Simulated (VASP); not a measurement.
# Sn (Fd-3m) in VASP: a series of runs, part 2 of 3

VASP 6.6.1.

### Step 3. Single point, PBEsol (Pb replaced by Sn, lengths x 0.971, strained)

INCAR

```
SYSTEM = Sn
ALGO = Normal
EDIFF = 1E-7
ENCUT = 520
GGA = PS
ISIF = 2
ISMEAR = 0
LASPH = .TRUE.
LCHARG = .FALSE.
LREAL = .FALSE.
LWAVE = .FALSE.
NBANDS = 21
NELM = 100
PREC = Accurate
SIGMA = 0.1
```

KPOINTS

```
k-points
0
G
  6 6 6
  0 0 0
```

POSCAR

```
Sn
1.0
    0.0000000000      3.2885660388      3.2885660388
    3.2885660388      0.0000000000      3.2885660388
    3.2885660388      3.2885660388      0.0000000000
Sn
2
Direct
    0.5000000000      0.5000000000      0.5000000000
    0.7500000000      0.7500000000      0.7500000000
```

Potentials or basis: VASP PAW PBE potentials, release 64 (Sn_d).

Command:

```console
cat potpaw_PBE.64/Sn_d/POTCAR > POTCAR
mpirun -np 1 vasp_std > vasp.out
```

OUTCAR:

```text
SYSTEM = Sn
   EDIFF = 1E-7
   ENCUT = 520
   GGA = PS
   ISIF = 2
   ISMEAR = 0
   LASPH = .TRUE.
   LREAL = .FALSE.
   NELM = 100
   PREC = Accurate

 ion  position               nearest neighbor table
   1  0.500  0.500  0.500-   2 2.85   2 2.85   2 2.85   2 2.85
   2  0.750  0.750  0.750-   1 2.85   1 2.85   1 2.85   1 2.85

  LATTYP: Found a face centered cubic cell.
 ALAT       =     6.5771320776

  Lattice vectors:

 A1 = (   0.0000000000,   3.2885660388,   3.2885660388)
 A2 = (   3.2885660388,   0.0000000000,   3.2885660388)
 A3 = (   3.2885660388,   3.2885660388,   0.0000000000)

Analysis of symmetry for initial positions (statically):
=====================================================================
 Subroutine PRICEL returns:
 Original cell was already a primitive cell.

 Routine SETGRP: Setting up the symmetry group for a
 face centered cubic supercell.

 Subroutine GETGRP returns: Found 48 space group operations
 (whereof 24 operations were pure point group operations)
 out of a pool of 48 trial point group operations.

The static configuration has the point symmetry T_d .
 The point group associated with its full space group is O_h .

Analysis of symmetry for dynamics (positions and initial velocities):
=====================================================================
 Subroutine PRICEL returns:
 Original cell was already a primitive cell.

 Routine SETGRP: Setting up the symmetry group for a
 face centered cubic supercell.

 Subroutine GETGRP returns: Found 48 space group operations
 (whereof 24 operations were pure point group operations)
 out of a pool of 48 trial point group operations.

The dynamic configuration has the point symmetry T_d .
 The point group associated with its full space group is O_h .

 Subroutine INISYM returns: Found 48 space group operations
 (whereof 24 operations are pure point group operations),
 and found     1 'primitive' translations

[... 99 lines left out ...]
   EFERMI =   0.00;   METHOD = LEGACY
   ISMEAR =     0;   SIGMA  =   0.10  broadening in eV -4-tet -1-fermi 0-gaus
   EFERMI_NEDOS =   21; number of points for ismear=-14 and -15
   IALGO  =     38    algorithm
   IMIX   =      4    mixing-type and parameters
     AMIX     =   0.40;   BMIX     =  1.00
     AMIX_MAG =   1.60;   BMIX_MAG =  1.00
  volume/ion in A,a.u.               =      35.56       240.00
  Fermi-wavevector in a.u.,A,eV,Ry     =   1.199806  2.267304 19.586047  1.439534
  Thomas-Fermi vector in A             =   2.335659
   LORBIT       =      0    0 simple, 1 ext, 2 COOP (PROOUT), +10 PAW based schemes
   GGA     = PS    functional components
   LHFCALC =     F    Hartree Fock is set to
   AEXX    =    0.0000 exact exchange contribution
   IVDW    =     0    specifies the selected vdW correction
   LEPSILON=     F    determine dielectric tensor
   LRPA    =     F    only Hartree local field effects (RPA)
 non-spin polarized calculation
 Gauss-broadening in eV      SIGMA  =   0.10
  energy-cutoff  :      520.00
  volume of cell :       71.13
 maximum number of plane-waves:      1936
 NGX is ok and might be reduce to    36
   NGX = 17   NGY = 17   NGZ = 17

 number of electron      27.9999985 magnetization

 Free energy of the ion-electron system (eV)
  ---------------------------------------------------
  ext. energy  EPLUGINS =         0.00000000
  ---------------------------------------------------
  free energy    TOTEN  =        -8.42879655 eV

  energy without entropy =       -8.42753856  energy(sigma->0) =       -8.42816755

 E-fermi :   4.9413     XC(G=0):  -8.8855

 val. band max:        4.7480115756   @ k =   0.1667   0.0000   0.0000
 cond. band min:       4.9417850482   @ k =   0.5000   0.0000   0.0000
 fundamental gap:      0.1937734726
 Fermi energy:         4.9412551723

 k-point     1 :       0.0000    0.0000    0.0000
  band No.  band energies     occupation
      1     -16.4411      2.00000
      2     -16.4411      2.00000
      3     -16.4411      2.00000
      4     -16.3864      2.00000
      5     -16.3864      2.00000
      6     -16.1061      2.00000
[... 373 lines left out ...]
     20      13.8535      0.00000
     21      15.0955      0.00000

------------------------ aborting loop because EDIFF is reached ----------------------------------------

  FORCE on cell =-STRESS in cart. coord.  units (eV):
  Direction    XX          YY          ZZ          XY          YZ          ZX
  --------------------------------------------------------------------------------------
  -------------------------------------------------------------------------------------
  Total       -0.3080415     -0.3080415     -0.3080415      0.0000000      0.0000000      0.0000000
  in kB       -6.9385733     -6.9385733     -6.9385733      0.0000000      0.0000000      0.0000000
  external PRESSURE =      -6.9385733 kB  Pullay stress =       0.0000000 kB

 VOLUME and BASIS-vectors are now :
 -----------------------------------------------------------------------------
  energy-cutoff  :      520.00
  volume of cell :       71.13
      direct lattice vectors                 reciprocal lattice vectors
     0.000000000  3.288566039  3.288566039    -0.152041952  0.152041952  0.152041952
     3.288566039  0.000000000  3.288566039     0.152041952 -0.152041952  0.152041952
     3.288566039  3.288566039  0.000000000     0.152041952  0.152041952 -0.152041952

 POSITION                                       TOTAL-FORCE (eV/Angst)
 -----------------------------------------------------------------------------------
      3.28857      3.28857      3.28857        -0.000000     -0.000000     -0.000000
      4.93285      4.93285      4.93285         0.000000      0.000000      0.000000
 -----------------------------------------------------------------------------------
    total drift:                                0.000000      0.000000      0.000000

  FREE ENERGIE OF THE ION-ELECTRON SYSTEM (eV)
  ---------------------------------------------------
  free  energy   TOTEN  =        -8.4287965494 eV

  energy  without entropy=       -8.4275385576  energy(sigma->0) =       -8.42816755
```

OSZICAR:

```text
N       E                     dE             d eps       ncg     rms          rms(c)
DAV:   1     0.227625058753E+03    0.22763E+03   -0.14736E+04   682   0.193E+03
DAV:   2     0.172847486087E+02   -0.21034E+03   -0.20587E+03   677   0.452E+02
DAV:   3    -0.769851688503E+01   -0.24983E+02   -0.24855E+02   787   0.141E+02
DAV:   4    -0.849732257817E+01   -0.79881E+00   -0.79856E+00   747   0.284E+01
DAV:   5    -0.852525759594E+01   -0.27935E-01   -0.27934E-01   995   0.521E+00    0.308E+00
DAV:   6    -0.845929336753E+01    0.65964E-01   -0.36949E-02   900   0.257E+00    0.176E+00
DAV:   7    -0.842749823992E+01    0.31795E-01   -0.51562E-02   800   0.251E+00    0.166E-01
DAV:   8    -0.842850729515E+01   -0.10091E-02   -0.75041E-03   752   0.103E+00    0.509E-02
DAV:   9    -0.842878525960E+01   -0.27796E-03   -0.44747E-04   782   0.207E-01    0.152E-02
DAV:  10    -0.842879451558E+01   -0.92560E-05   -0.29488E-05   875   0.488E-02    0.539E-03
DAV:  11    -0.842879682961E+01   -0.23140E-05   -0.45049E-06   755   0.184E-02    0.114E-03
DAV:  12    -0.842879661885E+01    0.21076E-06   -0.41351E-07   835   0.860E-03    0.372E-04
DAV:  13    -0.842879654937E+01    0.69475E-07   -0.35763E-08   542   0.205E-03
   1 F= -.84287965E+01 E0= -.84281676E+01  d E =-.125799E-02
```

stdout:

```text
POSCAR found type information on POSCAR Sn
 POSCAR found :  1 types and       2 ions
 scaLAPACK will be used
 -----------------------------------------------------------------------------
|                                                                             |
|                                                                             |
|     You enforced a specific xc type in the INCAR file but a different       |
|     I HOPE YOU KNOW WHAT YOU ARE DOING!                                     |
|                                                                             |
 -----------------------------------------------------------------------------

 LDA part: xc-table for (Slater+PW92), standard interpolation
 POSCAR, INCAR and KPOINTS ok, starting setup
 FFT: planning ... GRIDC
 FFT: planning ... GRID_SOFT
 FFT: planning ... GRID
 WAVECAR not read
 entering main loop
```

Run time: 36 s. Hardware: 1 thread of Intel Xeon 8259CL, shared host; peak memory 0.2 GiB.

What came out:

- Free energy: -8.4288 eV
- Pressure: -0.7 GPa
- Band gap on the k mesh: zero (band 14 reaches 5.17 eV, above the bottom of band 15 at 4.94 eV)

Caveat: the cell differs from its parent crystal (Pb replaced by Sn, lengths x 0.971, strained); the PAW data sets were made with another functional, which shifts forces and pressure a little; spin-orbit coupling is left out, which moves the levels of the heavy elements.

(Part 2 of 3 ends here.)
